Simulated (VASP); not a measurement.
A run of VASP 6.6.1 is set up as follows.

INCAR

```
PREC = Accurate
ENCUT = 520
EDIFF = 1E-7
ISMEAR = 0
SIGMA = 0.15
LREAL = False
LASPH = True
NELM = 80
ALGO = Fast
ISIF = 2
LWAVE = False
LCHARG = True
GGA = PE
LELF = True
LVHAR = True
NBANDS = 11
```

Contents of KPOINTS:

```
regular mesh
0
Gamma
  16 16 16
```

Contents of POSCAR:

```
Ba
1.0
   -2.8062963888      2.8062963888      1.9840515469
    2.8062963888     -2.8062963888      1.9840515469
    2.8062963888      2.8062963888     -1.9840515469
Ba
1
Direct
    0.0000000000      0.0000000000      0.0000000000
```

Potentials or basis: VASP PAW PBE potentials, release 64 (Ba_sv).

Launch:

```console
$ cat potpaw_PBE.64/Ba_sv/POTCAR > POTCAR
$ mpirun -np 1 vasp_std > vasp.out
```

Predict the band gap on the k mesh.

zero (bands 5 and 6 overlap by 0.89 eV).

Predict the pressure.

0.5 GPa.

Stress tensor (GPa, compression positive):
```
-0.99  0.00  0.00
 0.00 -0.99  0.00
 0.00  0.00  3.54
```

Caveat: spin-orbit coupling is left out, which moves the levels of the heavy elements.
